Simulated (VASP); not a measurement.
# SnO2 in VASP: further runs, part 2 of 3

VASP 6.6.1.

**4. Single point, PBE**

This run uses another cell than the first one, of the same volume but with other edges.

INCAR reads:

```
SYSTEM = SnO2
PREC = Accurate
ENCUT = 520
EDIFF = 1E-6
ISMEAR = 0
SIGMA = 0.05
LREAL = .False.
LASPH = .True.
NELM = 60
ALGO = Normal
ISIF = 2
LWAVE = .False.
LCHARG = .False.
GGA = PE
NBANDS = 35
```

KPOINTS reads:

```
regular mesh
0
Gamma
  6 6 8
  0 0 0
```

POSCAR reads:

```
SnO2
1.0
    4.8277933061      0.0000000000      0.0000000000
    0.0000000000      4.8278069700      0.0000000000
    0.0000000000      0.0000000000      3.2379014612
Sn O
2 4
Direct
    0.5000000000      0.5000000000      0.5000000000
    0.0000000000      0.0000000000      0.0000000000
    0.3358655675      0.3359234599      0.0000000000
    0.8358655675      0.1640765401      0.5000000000
    0.1641344325      0.8359234599      0.5000000000
    0.6641344325      0.6640765401      0.0000000000
```

Potentials or basis: VASP PAW PBE potentials, release 64 (Sn_d, O).

Command:

```sh
$ cat potpaw_PBE.64/Sn_d/POTCAR potpaw_PBE.64/O/POTCAR > POTCAR
$ mpirun -np 1 vasp_std > vasp.out
```

OUTCAR:

```text
SYSTEM = SnO2
   PREC = Accurate
   ENCUT = 520
   EDIFF = 1E-6
   ISMEAR = 0
   LREAL = .False.
   LASPH = .True.
   NELM = 60
   ISIF = 2
   GGA = PE

 ion  position               nearest neighbor table
   1  0.500  0.500  0.500-   3 1.97   6 1.97   3 1.97   6 1.97   5 2.29   4 2.29
   2  0.000  0.000  0.000-   4 1.97   5 1.97   4 1.97   5 1.97   3 2.29   6 2.29
   3  0.336  0.336  0.000-   1 1.97   1 1.97   2 2.29
   4  0.836  0.164  0.500-   2 1.97   2 1.97   1 2.29
   5  0.164  0.836  0.500-   2 1.97   2 1.97   1 2.29
   6  0.664  0.664  0.000-   1 1.97   1 1.97   2 2.29

  LATTYP: Found a simple tetragonal cell.
 ALAT       =     4.8277933061
 C/A-ratio  =     0.6706793883

  Lattice vectors:

 A1 = (   4.8277933061,   0.0000000000,   0.0000000000)
 A2 = (   0.0000000000,   4.8278069700,   0.0000000000)
 A3 = (   0.0000000000,   0.0000000000,   3.2379014612)

Analysis of symmetry for initial positions (statically):
=====================================================================
 Subroutine PRICEL returns:
 Original cell was already a primitive cell.

 Routine SETGRP: Setting up the symmetry group for a
 simple tetragonal supercell.

 Subroutine GETGRP returns: Found  8 space group operations
 (whereof  4 operations were pure point group operations)
 out of a pool of 16 trial point group operations.

The static configuration has the point symmetry C_2h.
 The point group associated with its full space group is D_2h.

Analysis of symmetry for dynamics (positions and initial velocities):
=====================================================================
 Subroutine PRICEL returns:
 Original cell was already a primitive cell.

 Routine SETGRP: Setting up the symmetry group for a
 simple tetragonal supercell.

 Subroutine GETGRP returns: Found  8 space group operations
[... 125 lines left out ...]
   EMIN   =  10.00;   EMAX   =-10.00  energy-range for DOS
   EFERMI =   0.00;   METHOD = LEGACY
   ISMEAR =     0;   SIGMA  =   0.05  broadening in eV -4-tet -1-fermi 0-gaus
   EFERMI_NEDOS =   21; number of points for ismear=-14 and -15
   IALGO  =     38    algorithm
   IMIX   =      4    mixing-type and parameters
     AMIX     =   0.40;   BMIX     =  1.00
     AMIX_MAG =   1.60;   BMIX_MAG =  1.00
  volume/ion in A,a.u.               =      12.58        84.88
  Fermi-wavevector in a.u.,A,eV,Ry     =   1.445956  2.732461 28.446926  2.090790
  Thomas-Fermi vector in A             =   2.564080
   LORBIT       =      0    0 simple, 1 ext, 2 COOP (PROOUT), +10 PAW based schemes
   GGA     = PE    functional components
   LHFCALC =     F    Hartree Fock is set to
   AEXX    =    0.0000 exact exchange contribution
   IVDW    =     0    specifies the selected vdW correction
   LEPSILON=     F    determine dielectric tensor
   LRPA    =     F    only Hartree local field effects (RPA)
 non-spin polarized calculation
 Gauss-broadening in eV      SIGMA  =   0.05
  energy-cutoff  :      520.00
  volume of cell :       75.47
 maximum number of plane-waves:      2068
   NGX = 17   NGY = 17   NGZ = 13

 number of electron      52.0000009 magnetization

 Free energy of the ion-electron system (eV)
  ---------------------------------------------------
  ext. energy  EPLUGINS =         0.00000000
  ---------------------------------------------------
  free energy    TOTEN  =       -35.40830109 eV

  energy without entropy =      -35.40830109  energy(sigma->0) =      -35.40830109

 E-fermi :   5.6888     XC(G=0): -10.8986

 val. band max:        5.4804602953   @ k =   0.0000   0.0000   0.0000
 cond. band min:       6.6332701239   @ k =   0.0000   0.0000   0.0000
 fundamental gap:      1.1528098286
 Fermi energy:         5.6888219834

 k-point     1 :       0.0000    0.0000    0.0000
  band No.  band energies     occupation
      1     -15.7387      2.00000
      2     -15.4371      2.00000
      3     -14.6067      2.00000
      4     -14.6067      2.00000
      5     -14.5264      2.00000
      6     -14.4735      2.00000
[... 901 lines left out ...]
     34      16.8228      0.00000
     35      18.3655      0.00000

 [... further k-points ...]
[... 5 lines left out ...]
  --------------------------------------------------------------------------------------
  -------------------------------------------------------------------------------------
  Total        6.2304673      6.2232126     10.7169782      0.0000000      0.0000000      0.0000000
  in kB      132.2723323    132.1183160    227.5206061      0.0000000      0.0000000      0.0000000
  external PRESSURE =     163.9704182 kB  Pullay stress =       0.0000000 kB

 VOLUME and BASIS-vectors are now :
 -----------------------------------------------------------------------------
  energy-cutoff  :      520.00
  volume of cell :       75.47
      direct lattice vectors                 reciprocal lattice vectors
     4.827793306  0.000000000  0.000000000     0.207133971  0.000000000  0.000000000
     0.000000000  4.827806970  0.000000000     0.000000000  0.207133385  0.000000000
     0.000000000  0.000000000  3.237901461     0.000000000  0.000000000  0.308842011

 POSITION                                       TOTAL-FORCE (eV/Angst)
 -----------------------------------------------------------------------------------
      2.41390      2.41390      1.61895        -0.000000      0.000000      0.000000
      0.00000      0.00000      0.00000        -0.000000      0.000000      0.000000
      1.62149      1.62177      0.00000        -3.651059     -3.650410     -0.000000
      4.03539      0.79213      1.61895        -3.651059      3.650410      0.000000
      0.79241      4.03568      1.61895         3.651059     -3.650410      0.000000
      3.20630      3.20603      0.00000         3.651059      3.650410      0.000000
 -----------------------------------------------------------------------------------
    total drift:                                0.000000      0.000000     -0.000000

  FREE ENERGIE OF THE ION-ELECTRON SYSTEM (eV)
  ---------------------------------------------------
  free  energy   TOTEN  =       -35.4083010882 eV

  energy  without entropy=      -35.4083010882  energy(sigma->0) =      -35.40830109
```

OSZICAR:

```text
N       E                     dE             d eps       ncg     rms          rms(c)
DAV:   1     0.642649008397E+03    0.64265E+03   -0.25591E+04  6230   0.229E+03
DAV:   2     0.590904575269E+02   -0.58356E+03   -0.54874E+03  6128   0.610E+02
DAV:   3    -0.371886414044E+02   -0.96279E+02   -0.94375E+02  6050   0.208E+02
DAV:   4    -0.422218282981E+02   -0.50332E+01   -0.49949E+01  7023   0.515E+01
DAV:   5    -0.423515390946E+02   -0.12971E+00   -0.12960E+00  6761   0.867E+00    0.169E+01
DAV:   6    -0.353216035309E+02    0.70299E+01   -0.20976E+01  8671   0.668E+01    0.639E+00
DAV:   7    -0.354437583466E+02   -0.12215E+00   -0.22278E+00  5952   0.853E+00    0.339E+00
DAV:   8    -0.354164124625E+02    0.27346E-01   -0.21889E-01  8166   0.481E+00    0.774E-01
DAV:   9    -0.354072402418E+02    0.91722E-02   -0.46553E-02  8917   0.338E+00    0.140E-01
DAV:  10    -0.354081228160E+02   -0.88257E-03   -0.49086E-03  6321   0.531E-01    0.605E-02
DAV:  11    -0.354082983124E+02   -0.17550E-03   -0.26490E-04  7519   0.137E-01    0.247E-02
DAV:  12    -0.354083016046E+02   -0.32922E-05   -0.18094E-05  7904   0.448E-02    0.119E-02
DAV:  13    -0.354083010882E+02    0.51639E-06   -0.57060E-06  6227   0.363E-02
   1 F= -.35408301E+02 E0= -.35408301E+02  d E =-.281265E-11
```

stdout:

```text
POSCAR found type information on POSCAR SnO
 POSCAR found :  2 types and       6 ions
 scaLAPACK will be used
 LDA part: xc-table for (Slater+PW92), standard interpolation
 POSCAR, INCAR and KPOINTS ok, starting setup
 FFT: planning ... GRIDC
 FFT: planning ... GRID_SOFT
 FFT: planning ... GRID
 WAVECAR not read
 entering main loop
```

Wall time 63 s (1 thread of Intel Xeon 6975P-C (Granite Rapids), shared host); peak memory 0.29 GiB.

Results:

| Property | Result |
| --- | --- |
| Free energy | -35.4083 eV |
| Pressure | 16.4 GPa |
| Largest force | 5.163 eV/Å |
| Band gap on the k mesh | 1.15 eV |

Forces in eV/Å, atoms in the order of the input:
```
Sn   0.000  0.000  0.000
Sn   0.000  0.000  0.000
O   -3.651 -3.650  0.000
O   -3.651  3.650  0.000
O    3.651 -3.650  0.000
O    3.651  3.650  0.000
```

Stress tensor (GPa, compression positive):
```
13.23  0.00  0.00
 0.00 13.21  0.00
 0.00  0.00 22.75
```

Caveat: the stress differs along the axes, from 13 to 23 GPa; spin-orbit coupling is left out, which moves the levels of the heavy elements; forces of over 1 eV/Å act on the atoms, so gaps and moduli don't describe the material at rest.

**5. Single point, PBE**

This run uses another cell than the first one, of the same volume but with other edges.

INCAR reads:

```
SYSTEM = SnO2
PREC = Accurate
ENCUT = 520
EDIFF = 1E-6
ISMEAR = 0
SIGMA = 0.05
LREAL = .FALSE.
LASPH = .TRUE.
NELM = 100
ALGO = Normal
ISIF = 2
LWAVE = .FALSE.
LCHARG = .TRUE.
GGA = PE
LELF = .TRUE.
LVHAR = .TRUE.
NBANDS = 35
```

KPOINTS reads:

```
Automatic mesh
0
G
  6 6 8
  0 0 0
```

POSCAR reads:

```
SnO2
1.0
    4.9075720859      0.0000000000      0.0000000000
    0.0000000000      4.9075859756      0.0000000000
    0.0000000000      0.0000000000      3.1334847768
Sn O
2 4
Direct
    0.5000000000      0.5000000000      0.5000000000
    0.0000000000      0.0000000000      0.0000000000
    0.2846025975      0.2846604899      0.0000000000
    0.7846025975      0.2153395101      0.5000000000
    0.2153974025      0.7846604899      0.5000000000
    0.7153974025      0.7153395101      0.0000000000
```

Potentials or basis: VASP PAW PBE potentials, release 64 (Sn_d, O).

Command:

```sh
$ cat potpaw_PBE.64/Sn_d/POTCAR potpaw_PBE.64/O/POTCAR > POTCAR
$ mpirun -np 1 vasp_std > vasp.out
```

OUTCAR:

```text
SYSTEM = SnO2
   PREC = Accurate
   ENCUT = 520
   EDIFF = 1E-6
   ISMEAR = 0
   LREAL = .FALSE.
   LASPH = .TRUE.
   NELM = 100
   ISIF = 2
   GGA = PE

 ion  position               nearest neighbor table
   1  0.500  0.500  0.500-   4 1.98   5 1.98   3 2.17   6 2.17   3 2.17   6 2.17
   2  0.000  0.000  0.000-   3 1.98   6 1.98   5 2.17   4 2.17   4 2.17   5 2.17
   3  0.285  0.285  0.000-   2 1.98   1 2.17   1 2.17
   4  0.785  0.215  0.500-   1 1.98   2 2.17   2 2.17
   5  0.215  0.785  0.500-   1 1.98   2 2.17   2 2.17
   6  0.715  0.715  0.000-   2 1.98   1 2.17   1 2.17

[... 1120 lines left out ...]
  -------------------------------------------------------------------------------------
  Total       -0.4452228     -0.4400054      2.6507140      0.0000000      0.0000000      0.0000000
  in kB       -9.4520452     -9.3412802     56.2744494      0.0000000      0.0000000      0.0000000
  external PRESSURE =      12.4937080 kB  Pullay stress =       0.0000000 kB

 VOLUME and BASIS-vectors are now :
 -----------------------------------------------------------------------------
  energy-cutoff  :      520.00
  volume of cell :       75.47
      direct lattice vectors                 reciprocal lattice vectors
     4.907572086  0.000000000  0.000000000     0.203766747  0.000000000  0.000000000
     0.000000000  4.907585976  0.000000000     0.000000000  0.203766170  0.000000000
     0.000000000  0.000000000  3.133484777     0.000000000  0.000000000  0.319133511

 POSITION                                       TOTAL-FORCE (eV/Angst)
 -----------------------------------------------------------------------------------
      2.45379      2.45379      1.56674        -0.000000      0.000000      0.000000
      0.00000      0.00000      0.00000        -0.000000      0.000000      0.000000
      1.39671      1.39700      0.00000         1.813786      1.813700      0.000000
      3.85049      1.05680      1.56674         1.813786     -1.813700      0.000000
      1.05708      3.85079      1.56674        -1.813786      1.813700      0.000000
      3.51086      3.51059      0.00000        -1.813786     -1.813700      0.000000
 -----------------------------------------------------------------------------------
    total drift:                                0.000000      0.000000      0.000000

  FREE ENERGIE OF THE ION-ELECTRON SYSTEM (eV)
  ---------------------------------------------------
  free  energy   TOTEN  =       -36.4521498059 eV

  energy  without entropy=      -36.4520308086  energy(sigma->0) =      -36.45209031
```

OSZICAR:

```text
N       E                     dE             d eps       ncg     rms          rms(c)
DAV:   1     0.646188433129E+03    0.64619E+03   -0.25523E+04  6071   0.230E+03
DAV:   2     0.612404297992E+02   -0.58495E+03   -0.55116E+03  6027   0.611E+02
DAV:   3    -0.374601615165E+02   -0.98701E+02   -0.96751E+02  6194   0.209E+02
DAV:   4    -0.426392500135E+02   -0.51791E+01   -0.51380E+01  7041   0.518E+01
DAV:   5    -0.427734691087E+02   -0.13422E+00   -0.13408E+00  6924   0.885E+00    0.158E+01
DAV:   6    -0.364034677832E+02    0.63700E+01   -0.18007E+01  8756   0.650E+01    0.613E+00
DAV:   7    -0.364952388123E+02   -0.91771E-01   -0.20809E+00  6246   0.804E+00    0.323E+00
DAV:   8    -0.364606803308E+02    0.34558E-01   -0.21472E-01  8287   0.383E+00    0.755E-01
DAV:   9    -0.364513407032E+02    0.93396E-02   -0.35000E-02  9243   0.277E+00    0.132E-01
DAV:  10    -0.364520582645E+02   -0.71756E-03   -0.44173E-03  7419   0.585E-01    0.528E-02
DAV:  11    -0.364521520637E+02   -0.93799E-04   -0.20497E-04  8652   0.127E-01    0.240E-02
DAV:  12    -0.364521519878E+02    0.75923E-07   -0.10988E-05  6747   0.225E-02    0.127E-02
DAV:  13    -0.364521501358E+02    0.18519E-05   -0.52757E-06  6573   0.227E-02    0.137E-03
DAV:  14    -0.364521498059E+02    0.32997E-06   -0.44838E-07  3467   0.545E-03
   1 F= -.36452150E+02 E0= -.36452090E+02  d E =-.118997E-03
```

It took 2 min on 1 thread of Intel Xeon Platinum 8259CL at 2.50GHz (Skylake/Cascade Lake), shared host; peak memory 0.29 GiB.

What came out:

```
Free energy            : -36.4521 eV
Pressure               : 1.2 GPa
Largest force          : 2.565 eV/Å
Band gap on the k mesh : 0.07 eV
```

Forces on the atoms (eV/Å):
```
Sn   0.000  0.000  0.000
Sn   0.000  0.000  0.000
O    1.814  1.814  0.000
O    1.814 -1.814  0.000
O   -1.814  1.814  0.000
O   -1.814 -1.814  0.000
```

Levels at points of the mesh, in eV from the valence-band top:
| k point | band 22 | band 23 | band 24 | band 25 | band 26 | band 27 | band 28 | band 29 | band 30 | band 31 |
| --- | --- | --- | --- | --- | --- | --- | --- | --- | --- | --- |
| (0.00, 0.00, 0.00) | -1.23 | -1.23 | -0.87 | -0.87 | 0.00 | 0.07 | 6.06 | 6.06 | 6.64 | 9.42 |
| (0.50, 0.00, 0.00) | -2.34 | -1.16 | -1.16 | -0.59 | -0.59 | 3.63 | 3.63 | 7.42 | 7.42 | 10.31 |
| (0.00, 0.50, 0.00) | -2.34 | -1.16 | -1.16 | -0.59 | -0.59 | 3.63 | 3.63 | 7.42 | 7.42 | 10.31 |
| (0.50, 0.50, 0.00) | -2.31 | -1.29 | -1.29 | -1.03 | -1.03 | 4.54 | 4.54 | 7.47 | 7.47 | 10.72 |
| (0.00, 0.00, 0.50) | -3.31 | -1.61 | -1.61 | -1.22 | -1.22 | 5.08 | 5.08 | 7.97 | 7.97 | 10.42 |
| (0.50, 0.00, 0.50) | -1.98 | -1.10 | -1.10 | -0.86 | -0.86 | 5.35 | 5.35 | 6.37 | 6.37 | 10.36 |
| (0.00, 0.50, 0.50) | -1.98 | -1.10 | -1.10 | -0.86 | -0.86 | 5.35 | 5.35 | 6.37 | 6.37 | 10.36 |
| (0.50, 0.50, 0.50) | -2.03 | -0.88 | -0.88 | -0.80 | -0.80 | 2.95 | 2.95 | 9.22 | 9.22 | 9.26 |

Caveat: the stress differs along the axes, from -1 to 6 GPa; semilocal functionals underestimate gaps, and a narrow one can read as zero; spin-orbit coupling is left out, which moves the levels of the heavy elements; forces of over 1 eV/Å act on the atoms, so gaps and moduli don't describe the material at rest.

(Part 2 of 3 ends here.)
